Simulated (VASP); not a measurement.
Nb:

```xyz
1
Lattice="-1.6556 1.6556 1.6556 1.6556 -1.6556 1.6556 1.6556 1.6556 -1.6556" Properties=species:S:1:pos:R:3 pbc="T T T"
Nb    0.0000    0.0000    0.0000
```

| Quantity | Value |
| --- | --- |
| Program | VASP 6.6.1 |
| Task | relaxation of cell and atoms |
| Functional | PBE |
| Dispersion | D3(BJ) |
| Potentials or basis | VASP PAW PBE potentials, release 64 (Nb_sv) |
| Cutoff | 600 eV |
| k mesh | 18 × 18 × 18 |
| Occupations | gaussian, width 0.1 eV |
| Spin | no spin polarisation |

At the start: pressure -7.0 GPa; volume 18.15 Å³/atom.

Question: Where does the relaxation end?

Answer: Over 4 steps the energy falls by 17.0 meV/atom and the volume is 17.40 Å³/atom (-4.1 %); space group Im-3m (No. 229, to 0.05 Å).

The path:
```tsv
step	energy change (eV)	largest force (eV/Å)	pressure (GPa)	volume (Å³)
1	0.0000	0.0000	-7.04	18.15
2	0.0406	0.0000	15.43	16.14
3	-0.0170	0.0000	-0.19	17.42
4	-0.0170	0.0000	-0.01	17.40
```

Final structure:
```yaml
crystal:
  lattice:
    - [-1.63245, 1.63245, 1.63245]
    - [1.63245, -1.63245, 1.63245]
    - [1.63245, 1.63245, -1.63245]
  atoms:
    - { symbol: Nb, position: [0.00000, 0.00000, 0.00000] }
```

Caveat: pairwise dispersion overbinds metals, which lowers pressure and volume.
